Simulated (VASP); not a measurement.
# SnO2 (I4_1/amd) in VASP: further runs

SnO2 is run at these levels: LDA; tasks: single point, relaxation of cell and atoms.

All numbers are computed with VASP 6.6.1; they aren't measurements. Logs are shortened: lines on timing, memory, paths and dates and some standing lists are left out, and cuts for length are marked.

## 1. The cell of the first run

It takes space group I4_1/amd (No. 141, tetragonal). The conventional cell has a = 3.972 Å, b = 3.972 Å, c = 10.182 Å, α = 90.00°, β = 90.00°, γ = 90.00°. Sn (site symmetry -4m2) has 6 O at 2.04 to 2.07 Å within 2.7 Å. Within 2.7 Å of O (site symmetry 2mm) lie 3 Sn at 2.04 to 2.07 Å and 2 O at 2.54 Å.

## 2. Single point, LDA

Input file INCAR:

```
SYSTEM = SnO2
  PREC = Accurate
  ENCUT = 520
  EDIFF = 1E-6
  ISMEAR = 0
  SIGMA = 0.01
  LREAL = .False.
  LASPH = .True.
  NELM = 60
  ALGO = Normal
  ISIF = 2
  LWAVE = .False.
  LCHARG = .False.
  GGA = CA
  NBANDS = 35
```

Input file KPOINTS:

```
regular mesh
0
Gamma
  8 8 8
  0 0 0
```

Input file POSCAR:

```
SnO2
1.0
   -1.9861492229      1.9861492229      5.0909790454
    1.9861492229     -1.9861492229      5.0909790454
    1.9861492229      1.9861492229     -5.0909790454
Sn O
2 4
Direct
    0.7500000000      0.2500000000      0.5000000000
    0.0000000000      0.0000000000      0.0000000000
    0.7970178877      0.7970178877      0.0000000000
    0.9529821123      0.4529821123      0.5000000000
    0.2029821123      0.2029821123      0.0000000000
    0.5470178877      0.0470178877      0.5000000000
```

Potentials or basis: VASP PAW LDA potentials, release 64 (Sn_d, O).

The run is started by

```console
> cat potpaw_LDA.64/Sn_d/POTCAR potpaw_LDA.64/O/POTCAR > POTCAR
> mpirun -np 1 vasp_std > vasp.out
```

OUTCAR:

```text
SYSTEM = SnO2
   PREC = Accurate
   ENCUT = 520
   EDIFF = 1E-6
   ISMEAR = 0
   LREAL = .False.
   LASPH = .True.
   NELM = 60
   ISIF = 2
   GGA = CA

 ion  position               nearest neighbor table
   1  0.750  0.250  0.500-   3 2.04   5 2.04   3 2.04   5 2.04   4 2.07   6 2.07   2 3.23   2 3.23
                             2 3.23   2 3.23
   2  0.000  0.000  0.000-   6 2.04   4 2.04   6 2.04   4 2.04   3 2.07   5 2.07   1 3.23   1 3.23
                             1 3.23   1 3.23
   3  0.797  0.797  0.000-   1 2.04   1 2.04   2 2.07
   4  0.953  0.453  0.500-   2 2.04   2 2.04   1 2.07
   5  0.203  0.203  0.000-   1 2.04   1 2.04   2 2.07
   6  0.547  0.047  0.500-   2 2.04   2 2.04   1 2.07

  LATTYP: Found a body centered tetragonal cell.
 ALAT       =     3.9722984458
 C/A-ratio  =     2.5632409623

  Lattice vectors:

 A1 = (  -1.9861492229,   1.9861492229,   5.0909790454)
 A2 = (   1.9861492229,  -1.9861492229,   5.0909790454)
 A3 = (   1.9861492229,   1.9861492229,  -5.0909790454)

Analysis of symmetry for initial positions (statically):
=====================================================================
 Subroutine PRICEL returns:
 Original cell was already a primitive cell.

 Routine SETGRP: Setting up the symmetry group for a
 body centered tetragonal supercell.

 Subroutine GETGRP returns: Found 16 space group operations
 (whereof  8 operations were pure point group operations)
 out of a pool of 16 trial point group operations.

The static configuration has the point symmetry D_2d.
 The point group associated with its full space group is D_4h.

Analysis of symmetry for dynamics (positions and initial velocities):
=====================================================================
 Subroutine PRICEL returns:
 Original cell was already a primitive cell.

 Routine SETGRP: Setting up the symmetry group for a
 body centered tetragonal supercell.

 Subroutine GETGRP returns: Found 16 space group operations
 (whereof  8 operations were pure point group operations)
 out of a pool of 16 trial point group operations.

The dynamic configuration has the point symmetry D_2d.
 The point group associated with its full space group is D_4h.

 Subroutine INISYM returns: Found 16 space group operations
 (whereof  8 operations are pure point group operations),
 and found     1 'primitive' translations

----------------------------------------------------------------------------------------

                                     Primitive cell

  volume of cell :      80.3313

  direct lattice vectors                    reciprocal lattice vectors
    -1.986149223  1.986149223  5.090979045     0.000000000  0.251743421  0.098212936
     1.986149223 -1.986149223  5.090979045     0.251743421  0.000000000  0.098212936
     1.986149223  1.986149223 -5.090979045     0.251743421  0.251743421  0.000000000

  length of vectors
     5.814434204  5.814434204  5.814434204     0.270223113  0.270223113  0.356018960

  position of ions in fractional coordinates (direct lattice)
     0.750000000  0.250000000  0.500000000
     0.000000000  0.000000000  0.000000000
     0.797017888  0.797017888  0.000000000
     0.952982112  0.452982112  0.500000000
     0.202982112  0.202982112  0.000000000
     0.547017888  0.047017888  0.500000000

  ion indices of the primitive-cell ions
   primitive index   ion index
                 1           1
                 2           2
                 3           3
                 4           4
                 5           5
                 6           6

----------------------------------------------------------------------------------------

 KPOINTS: regular mesh

Automatic generation of k-mesh.
 Grid dimensions read from file:
 generate k-points for:    8    8    8

 Generating k-lattice:

  Cartesian coordinates                     Fractional coordinates (reciprocal lattice)
     0.000000000  0.031467928  0.012276617     0.125000000 -0.000000000  0.000000000
     0.031467928  0.000000000  0.012276617    -0.000000000  0.125000000  0.000000000
     0.031467928  0.031467928  0.000000000     0.000000000  0.000000000  0.125000000

  Length of vectors
     0.033777889  0.033777889  0.044502370

  Shift w.r.t. Gamma in fractional coordinates (k-lattice)
     0.000000000  0.000000000  0.000000000

 Subroutine IBZKPT returns following result:
 ===========================================

 Found     59 irreducible k-points:

 Following reciprocal coordinates:
            Coordinates               Weight
  0.000000  0.000000  0.000000      1.000000
  0.125000  0.000000  0.000000      8.000000
  0.250000  0.000000  0.000000      8.000000
  0.375000 -0.000000  0.000000      8.000000
  0.500000  0.000000  0.000000      4.000000
  0.125000  0.125000  0.000000      8.000000
[... 16 lines left out ...]
  0.250000  0.125000  0.125000     16.000000
  0.375000  0.125000  0.125000      8.000000
 [... further k-points ...]
   k-points           NKPTS =     59   k-points in BZ     NKDIM =     59   number of bands    NBANDS=     35
   number of dos      NEDOS =    301   number of ions     NIONS =      6
   total plane-waves  NPLWV = 110592
   dimension x,y,z NGX =    48 NGY =   48 NGZ =   48
   dimension x,y,z NGXF=    96 NGYF=   96 NGZF=   96
   ions per type =               2   4
   NGX,Y,Z   is equivalent  to a cutoff of  13.72, 13.72, 13.72 a.u.
   NGXF,Y,Z  is equivalent  to a cutoff of  27.45, 27.45, 27.45 a.u.
 SYSTEM =  SnO2
   PREC   = accura    normal or accurate (medium, high low for compatibility)
   ISTART =      0    job   : 0-new  1-cont  2-samecut
   ICHARG =      2    charge: 1-file 2-atom 10-const
   ISPIN  =      1    spin polarized calculation?
   LNONCOLLINEAR =      F non collinear calculations
   LSORBIT =      F    spin-orbit coupling
   LASPH  =      T    aspherical Exc in radial PAW
   ENCUT  =  520.0 eV  38.22 Ry    6.18 a.u.  10.81 10.81 10.81*2*pi/ulx,y,z
   NELM   =     60;   NELMIN=  2; NELMDL= -5     # of ELM steps
   EDIFF  = 0.1E-05   stopping-criterion for ELM
   LREAL  =      F    real-space projection
   EDIFFG = 0.1E-04   stopping-criterion for IOM
   NSW    =      0    number of steps for IOM
   IBRION =     -1    ionic relax: 0-MD 1-quasi-New 2-CG
   NFREE  =      0    steps in history (QN), initial steepest desc. (CG)
   ISIF   =      2    stress and relaxation
   ISYM   =      2    0-nonsym 1-usesym 2-fastsym
   POTIM  = 0.5000    time-step for ionic-motion
   TEBEG  =    0.0;   TEEND  =   0.0 temperature during run
   PSTRESS=    0.0 pullay stress
   NELECT =      52.0000    total number of electrons
   NUPDOWN=      -1.0000    fix difference up-down
   EMIN   =  10.00;   EMAX   =-10.00  energy-range for DOS
   EFERMI =   0.00;   METHOD = LEGACY
   ISMEAR =     0;   SIGMA  =   0.01  broadening in eV -4-tet -1-fermi 0-gaus
   EFERMI_NEDOS =   21; number of points for ismear=-14 and -15
   IALGO  =     38    algorithm
   IMIX   =      4    mixing-type and parameters
     AMIX     =   0.40;   BMIX     =  1.00
     AMIX_MAG =   1.60;   BMIX_MAG =  1.00
  volume/ion in A,a.u.               =      13.39        90.35
  Fermi-wavevector in a.u.,A,eV,Ry     =   1.416166  2.676166 27.286852  2.005527
  Thomas-Fermi vector in A             =   2.537529
   LORBIT       =      0    0 simple, 1 ext, 2 COOP (PROOUT), +10 PAW based schemes
   GGA     = CA    functional components
   LHFCALC =     F    Hartree Fock is set to
   AEXX    =    0.0000 exact exchange contribution
   IVDW    =     0    specifies the selected vdW correction
   LEPSILON=     F    determine dielectric tensor
   LRPA    =     F    only Hartree local field effects (RPA)
 non-spin polarized calculation
 Gauss-broadening in eV      SIGMA  =   0.01
  energy-cutoff  :      520.00
  volume of cell :       80.33
 maximum number of plane-waves:      2202
 NGX is ok and might be reduce to    48
   NGX = 21   NGY = 21   NGZ = 21

 number of electron      52.0000004 magnetization

 Free energy of the ion-electron system (eV)
  ---------------------------------------------------
  ext. energy  EPLUGINS =         0.00000000
  ---------------------------------------------------
  free energy    TOTEN  =       -41.73521003 eV

  energy without entropy =      -41.73521003  energy(sigma->0) =      -41.73521003

 E-fermi :   4.0336     XC(G=0): -10.9677

 val. band max:        3.9488834506   @ k =   0.2500   0.2500   0.2500
 cond. band min:       5.7081049060   @ k =   0.0000   0.0000   0.0000
 fundamental gap:      1.7592214553
 Fermi energy:         4.0336319542

 k-point     1 :       0.0000    0.0000    0.0000
  band No.  band energies     occupation
      1     -16.3494      2.00000
      2     -16.3276      2.00000
      3     -16.1804      2.00000
      4     -15.6128      2.00000
      5     -15.4859      2.00000
      6     -15.4859      2.00000
[... 27 lines left out ...]
     34      16.1794      0.00000
     35      16.2686      0.00000

 k-point     2 :       0.1250    0.0000    0.0000
  band No.  band energies     occupation
      1     -16.3763      2.00000
      2     -16.2481      2.00000
      3     -16.1580      2.00000
      4     -15.6189      2.00000
      5     -15.4899      2.00000
      6     -15.4824      2.00000
[... 27 lines left out ...]
     34      15.6157      0.00000
     35      15.9991      0.00000

 k-point     3 :       0.2500    0.0000    0.0000
  band No.  band energies     occupation
      1     -16.3785      2.00000
      2     -16.1768      2.00000
      3     -16.0422      2.00000
      4     -15.6332      2.00000
      5     -15.4990      2.00000
      6     -15.4739      2.00000
[... 27 lines left out ...]
     34      15.3268      0.00000
     35      15.5001      0.00000

 k-point     4 :       0.3750   -0.0000    0.0000
  band No.  band energies     occupation
      1     -16.3757      2.00000
      2     -16.1370      2.00000
      3     -15.8971      2.00000
      4     -15.6457      2.00000
      5     -15.5072      2.00000
      6     -15.4621      2.00000
[... 27 lines left out ...]
     34      15.4786      0.00000
     35      15.9842      0.00000

 k-point     5 :       0.5000    0.0000    0.0000
  band No.  band energies     occupation
      1     -16.3751      2.00000
      2     -16.1210      2.00000
      3     -15.8381      2.00000
      4     -15.6497      2.00000
      5     -15.5104      2.00000
      6     -15.4527      2.00000
[... 638 lines left out ...]
 k-point    22 :       0.1250    0.1250    0.1250
  band No.  band energies     occupation
      1     -16.2717      2.00000
      2     -16.0182      2.00000
      3     -16.0040      2.00000
      4     -15.6739      2.00000
      5     -15.5158      2.00000
      6     -15.4442      2.00000
[... 27 lines left out ...]
     34      15.1157      0.00000
     35      15.7632      0.00000

 k-point    23 :       0.2500    0.1250    0.1250
  band No.  band energies     occupation
      1     -16.2364      2.00000
      2     -16.0111      2.00000
      3     -15.8574      2.00000
      4     -15.6388      2.00000
      5     -15.5370      2.00000
      6     -15.4212      2.00000
[... 27 lines left out ...]
     34      15.0914      0.00000
     35      15.9602      0.00000

 k-point    24 :       0.3750    0.1250    0.1250
  band No.  band energies     occupation
      1     -16.2249      2.00000
      2     -16.0075      2.00000
      3     -15.7954      2.00000
      4     -15.6178      2.00000
      5     -15.5481      2.00000
      6     -15.4061      2.00000
[... 27 lines left out ...]
     34      15.1444      0.00000
     35      16.7431      0.00000

 [... further k-points ...]

------------------------ aborting loop because EDIFF is reached ----------------------------------------

  FORCE on cell =-STRESS in cart. coord.  units (eV):
  Direction    XX          YY          ZZ          XY          YZ          ZX
  --------------------------------------------------------------------------------------
  -------------------------------------------------------------------------------------
  Total        0.3854484      0.3854484      0.5638923      0.0000000     -0.0000000      0.0000000
  in kB        7.6876177      7.6876177     11.2466112      0.0000000     -0.0000000      0.0000000
  external PRESSURE =       8.8739489 kB  Pullay stress =       0.0000000 kB

 VOLUME and BASIS-vectors are now :
 -----------------------------------------------------------------------------
  energy-cutoff  :      520.00
  volume of cell :       80.33
      direct lattice vectors                 reciprocal lattice vectors
    -1.986149223  1.986149223  5.090979045     0.000000000  0.251743421  0.098212936
     1.986149223 -1.986149223  5.090979045     0.251743421  0.000000000  0.098212936
     1.986149223  1.986149223 -5.090979045     0.251743421  0.251743421  0.000000000

 POSITION                                       TOTAL-FORCE (eV/Angst)
 -----------------------------------------------------------------------------------
      0.00000      1.98615      2.54549        -0.000000     -0.000000     -0.000000
      0.00000      0.00000      0.00000        -0.000000     -0.000000     -0.000000
      0.00000      0.00000      8.11520        -0.000000      0.000000     -0.038845
      0.00000      1.98615      4.61224         0.000000     -0.000000      0.038845
      0.00000      0.00000      2.06676        -0.000000      0.000000      0.038845
      0.00000      1.98615      0.47873         0.000000     -0.000000     -0.038845
 -----------------------------------------------------------------------------------
    total drift:                               -0.000000     -0.000000      0.000000

  FREE ENERGIE OF THE ION-ELECTRON SYSTEM (eV)
  ---------------------------------------------------
  free  energy   TOTEN  =       -41.7352100255 eV

  energy  without entropy=      -41.7352100255  energy(sigma->0) =      -41.73521003
```

Wall time 2.7 min (1 thread of AMD EPYC 9R45 (Zen 5), shared host); peak memory 0.3 GiB.

What came out:

```
Free energy            : -41.7352 eV
Pressure               : 0.9 GPa
Largest force          : 0.039 eV/Å
Band gap on the k mesh : 1.76 eV (least direct gap 2.16 eV)
```

Forces in eV/Å, atoms in the order of the input:
```
Sn   0.000  0.000  0.000
Sn   0.000  0.000  0.000
O    0.000  0.000 -0.039
O    0.000  0.000  0.039
O    0.000  0.000  0.039
O    0.000  0.000 -0.039
```

Stress tensor (GPa, compression positive):
```
0.77 0.00 0.00
0.00 0.77 0.00
0.00 0.00 1.12
```

Caveat: spin-orbit coupling is left out, which moves the levels of the heavy elements.

## 3. Relaxation of cell and atoms, LDA

This run uses another cell than the first one, of 13.66 Å³/atom.

Input file INCAR:

```
  ALGO = Normal
  EDIFF = 1E-7
  EDIFFG = -0.01
  ENCUT = 600
  IBRION = 2
  ISIF = 3
  ISMEAR = 0
  LASPH = True
  LCHARG = False
  LREAL = False
  LWAVE = False
  NELM = 100
  NSW = 80
  PREC = Accurate
  SIGMA = 0.01
```

Input file KPOINTS:

```
k-points
0
Gamma
  8 8 8
```

Input file POSCAR:

```
SnO2
1.0
   -2.0000690000      2.0000690000      5.1236790000
    2.0000690000     -2.0000690000      5.1236790000
    2.0000690000      2.0000690000     -5.1236790000
Sn O
2 4
Direct
    0.7500000000      0.2500000000      0.5000000000
    0.0000000000      0.0000000000      0.0000000000
    0.7965230000      0.7965230000      0.0000000000
    0.9534770000      0.4534770000      0.5000000000
    0.2034770000      0.2034770000      0.0000000000
    0.5465230000      0.0465230000      0.5000000000
```

Potentials or basis: VASP PAW LDA potentials, release 64 (Sn_d, O).

The run is started by

```console
> cat potpaw_LDA.64/Sn_d/POTCAR potpaw_LDA.64/O/POTCAR > POTCAR
> mpirun -np 1 vasp_std > vasp.out
```

Run time: 8.9 min. Hardware: 1 thread of AMD EPYC 9R45 (Zen 5), shared host; peak memory 0.33 GiB.

Results (log left out):

```yaml
Free_energy: -41.7502 eV
Relaxed_volume: 13.43 Å³/atom
Relaxed_cell: a = 5.818 Å, b = 5.818 Å, c = 5.818 Å, α = 140.03°, β = 140.03°, γ = 57.81°
Space_group_after_relaxing_to_0.1_Å: I4_1/amd (No. 141)
Energy_gained_by_relaxing: 2.6 meV/atom
Ionic_steps: 5
Pressure_after_relaxing: 0.0 GPa
Largest_force_after_relaxing: 0.008 eV/Å
Band_gap_on_the_k_mesh: 1.72 eV (least direct gap 2.12 eV)
```

Forces on the atoms (eV/Å):
```
Sn   0.000  0.000  0.000
Sn   0.000  0.000  0.000
O    0.000  0.000  0.008
O    0.000  0.000 -0.008
O    0.000  0.000 -0.008
O    0.000  0.000  0.008
```

The path:
| step | energy change (eV) | largest force (eV/Å) | pressure (GPa) | volume (Å³) |
| --- | --- | --- | --- | --- |
| 1 | 0.0000 | 0.1594 | -3.23 | 81.98 |
| 2 | 0.0159 | 0.2768 | 4.87 | 78.76 |
| 3 | -0.0152 | 0.0093 | -0.06 | 80.63 |
| 4 | -0.0152 | 0.0129 | 0.00 | 80.61 |
| 5 | -0.0154 | 0.0083 | 0.05 | 80.56 |

Final structure:
```
CELL_PARAMETERS angstrom
-1.98848 1.98848 5.09335
1.98848 -1.98848 5.09335
1.98848 1.98848 -5.09335
ATOMIC_POSITIONS crystal
Sn 0.75000 0.25000 0.50000
Sn 0.00000 0.00000 0.00000
O 0.79679 0.79679 0.00000
O 0.95321 0.45321 0.50000
O 0.20321 0.20321 0.00000
O 0.54679 0.04679 0.50000
```

Levels at points of the mesh, in eV from the valence-band top:
```
           k point  band 24  band 25  band 26  band 27  band 28  band 29
(0.00, 0.00, 0.00)    -0.69    -0.40    -0.40     1.72     5.63     9.09
(0.50, 0.00, 0.00)    -0.78    -0.59    -0.39     5.03     6.24     7.84
(0.50, 0.50, 0.00)    -0.82    -0.05    -0.05     7.37     7.37     7.61
(0.50, 0.50, 0.50)    -1.05    -0.29    -0.29     4.35     4.35     7.44
```

Caveat: spin-orbit coupling is left out, which moves the levels of the heavy elements.
